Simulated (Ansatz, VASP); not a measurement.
**One calculation of BiS4, two programs**

Contents of INCAR:

```
  ALGO = Normal
  EDIFF = 1E-6
  ENCUT = 520
  GGA = PE
  ISIF = 2
  ISMEAR = 0
  LASPH = T
  LCHARG = F
  LREAL = F
  LWAVE = F
  NBANDS = 28
  NELM = 100
  PREC = Accurate
  SIGMA = 0.1
```

File KPOINTS:

```
k-points
0
Gamma
  4 4 4
```

POSCAR

```
BiS4
1.0
   -3.3688739800      3.3688739800      3.3688739800
    3.3688739800     -3.3688739800      3.3688739800
    3.3688739800      3.3688739800     -3.3688739800
Bi S
1 4
Direct
    0.0000000000      0.0000000000      0.0000000000
    0.5000000000      0.5000000000      0.5000000000
    0.0000000000      0.0000000000      0.5000000000
    0.0000000000      0.5000000000      0.0000000000
    0.5000000000      0.0000000000      0.0000000000
```

Input for Ansatz:

```yaml
crystal:
  lattice:
    - [-3.36887398, 3.36887398, 3.36887398]
    - [3.36887398, -3.36887398, 3.36887398]
    - [3.36887398, 3.36887398, -3.36887398]
  atoms:
    - { symbol: Bi, position: [0.0, 0.0, 0.0] }
    - { symbol: S, position: [0.5, 0.5, 0.5] }
    - { symbol: S, position: [0.0, 0.0, 0.5] }
    - { symbol: S, position: [0.0, 0.5, 0.0] }
    - { symbol: S, position: [0.5, 0.0, 0.0] }
basis:
  ecutwfc: 420
kpoints:
  mp_grid: { grid: [4, 4, 4] }
hamiltonian:
  xc: pbe
scf:
  occupations: { method: gaussian, width: 0.1 }
  lower_state_search: "off"
output:
  forces: true
  stress: true
  eigenvalues: true
```

Alike in both runs: task single point; functional PBE; k mesh 4 × 4 × 4; occupations gaussian, width 0.1 eV; no spin polarisation.

|  | VASP | Ansatz |
| --- | --- | --- |
| version | VASP 6.6.1 | Ansatz 0.2.0 |
| potentials or method | VASP PAW PBE potentials, release 64 (Bi_d, S), cutoff 520 eV | scalar-relativistic, plane waves, PAW |
| valence electrons in the cell | 39 | 39 |

```tsv
	VASP	Ansatz	Ansatz less VASP
gap on the k mesh at the Fermi level (eV)	none	none	-
pressure (GPa)	-5.4	-5.4	+0.04
```

A gap of «none» marks a metal or a gap that the smearing closes. With one functional, cell and mesh, what is left measures potentials, basis and numerics.

Neither program's run includes spin-orbit coupling.
